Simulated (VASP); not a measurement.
## Sr: single point with LDA

The system is Sr.

```
Sr
1.0
     0.00000    3.04000    3.04000
     3.04000    0.00000    3.04000
     3.04000    3.04000    0.00000
Sr
1
Direct
  0.00000 0.00000 0.00000
```

- Program: VASP 6.6.1
- Task: single point
- Functional: LDA
- Potentials or basis: VASP PAW LDA potentials, release 64 (Sr_sv)
- Cutoff: 520 eV
- k mesh: 12 × 12 × 12
- Occupations: gaussian, width 0.05 eV
- Spin: no spin polarisation

```
Pressure               : -1.6 GPa
Band gap on the k mesh : zero (band 5 reaches 1.43 eV, above the bottom of band 6 at 1.38 eV)
```

Levels at points of the mesh, in eV from the Fermi level:
| k point | band 1 | band 2 | band 3 | band 4 | band 5 | band 6 | band 7 | band 8 | band 9 | band 10 |
| --- | --- | --- | --- | --- | --- | --- | --- | --- | --- | --- |
| (0.00, 0.00, 0.00) | -36.51 | -18.50 | -18.50 | -18.50 | -3.64 | 2.20 | 2.20 | 2.20 | 3.62 | 3.62 |
| (0.50, 0.00, 0.00) | -36.50 | -18.68 | -18.52 | -18.52 | -1.17 | 0.09 | 2.06 | 2.06 | 4.64 | 4.64 |
| (0.50, 0.50, 0.00) | -36.49 | -18.67 | -18.57 | -18.57 | -0.65 | 0.29 | 1.04 | 4.64 | 4.93 | 4.93 |

Wall time 10 s on 1 thread of Intel(R) Xeon(R) 6975P-C (Granite Rapids), on a shared host, peak memory 0.18 GiB.
